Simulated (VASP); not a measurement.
InCoB3:

```
Co B In
1.0
     3.32450    0.00000    0.00000
     1.66225   -9.59620    0.00000
     0.00000    0.00000   -3.25888
Co B In
2 6 2
Direct
  0.20500 0.59000 0.75000
  0.79500 0.41000 0.25000
  0.65300 0.69400 0.75000
  0.34700 0.30600 0.25000
  0.32600 0.34800 0.75000
  0.67400 0.65200 0.25000
  0.52500 0.95000 0.75000
  0.47500 0.05000 0.25000
  0.92800 0.14400 0.75000
  0.07200 0.85600 0.25000
```

Base run:

```yaml
Program: VASP 6.6.1
Functional: PBE
Potentials_or_basis: VASP PAW PBE potentials, release 64 (Co, B, In_d)
Cutoff: 520 eV
k_mesh: 6 × 6 × 6
Occupations: gaussian, width 0.0536 eV
Spin: no spin polarisation
```

Its results: band gap on the k mesh zero (bands 31 and 32 overlap by 1.37 eV); pressure 2.2 GPa; largest force 1.978 eV/Å.

Q: The run is repeated on the same cell with these changes: functional from PBE to RPBE. What comes out?

A: Band gap on the k mesh zero (bands 31 and 32 overlap by 1.37 eV); pressure 5.8 GPa; largest force 2.039 eV/Å.

RPBE binds less tightly than PBE, so the same cell stands under more pressure.

Caveats: spin-orbit coupling is left out, which moves the levels of the heavy elements; the run has no spin polarisation, though such a crystal can be magnetic; the stress differs along the axes, from -14 to 15 GPa (at least some runs); forces of over 1 eV/Å act on the atoms, so gaps and moduli don't describe the material at rest (at least some runs); the stress differs along the axes, from -10 to 19 GPa (at least some runs); the PAW data sets were made with another functional, which shifts forces and pressure a little (at least some runs).
